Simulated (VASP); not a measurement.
A run of VASP 6.6.1:

Contents of POSCAR:

```
AlN
1.0
    3.0911621849      0.0000000000      0.0000000000
   -1.5455810924      2.6770249793      0.0000000000
    0.0000000000      0.0000000000      4.9922656889
Al N
2 2
Direct
    0.3333333333      0.6666666667     -0.0001251391
    0.6666666667      0.3333333333      0.4998748609
    0.3333333333      0.6666666667      0.3801251391
    0.6666666667      0.3333333333      0.8801251391
```

INCAR.step1

```
SYSTEM = AlN
ALGO = Normal ; EDIFF = 1E-4
ENCUT = 520 ; GGA = PE
ISMEAR = 0 ; LASPH = .True.
LCHARG = .False. ; LREAL = .False.
LWAVE = .True. ; NBANDS = 16
NELM = 80 ; PREC = Accurate
SIGMA = 0.01
```

File INCAR.step2:

```
SYSTEM = AlN
ALGO = Normal ; EDIFF = 1E-6
ENCUT = 520 ; ISIF = 2
ISMEAR = 0 ; ISTART = 1
LASPH = .True. ; LCHARG = .True.
LELF = .True. ; LMIXTAU = .True.
LREAL = .False. ; LVHAR = .True.
LWAVE = .False. ; METAGGA = R2SCAN
NBANDS = 16 ; NELM = 80
PREC = Accurate ; SIGMA = 0.01
```

The input KPOINTS:

```
k-points
0
Gamma
  8 8 4
  0 0 0
```

Potentials or basis: VASP PAW PBE potentials, release 64 (Al, N).

Launch:

```bash
$ cat potpaw_PBE.64/Al/POTCAR potpaw_PBE.64/N/POTCAR > POTCAR
$ cp INCAR.step1 INCAR
$ mpirun -np 1 vasp_std > vasp.out
$ cp INCAR.step2 INCAR
$ mpirun -np 1 vasp_std > vasp.out
```

Hardware: 1 thread of Intel(R) Xeon(R) Platinum 8488C (Sapphire Rapids), on a shared host.

Question: How long does it take, and how much memory?

Answer: Run time: 69 s on 1 thread of Intel(R) Xeon(R) Platinum 8488C (Sapphire Rapids), with other jobs on the host, peak memory 0.16 GiB. Counts: k points 30.
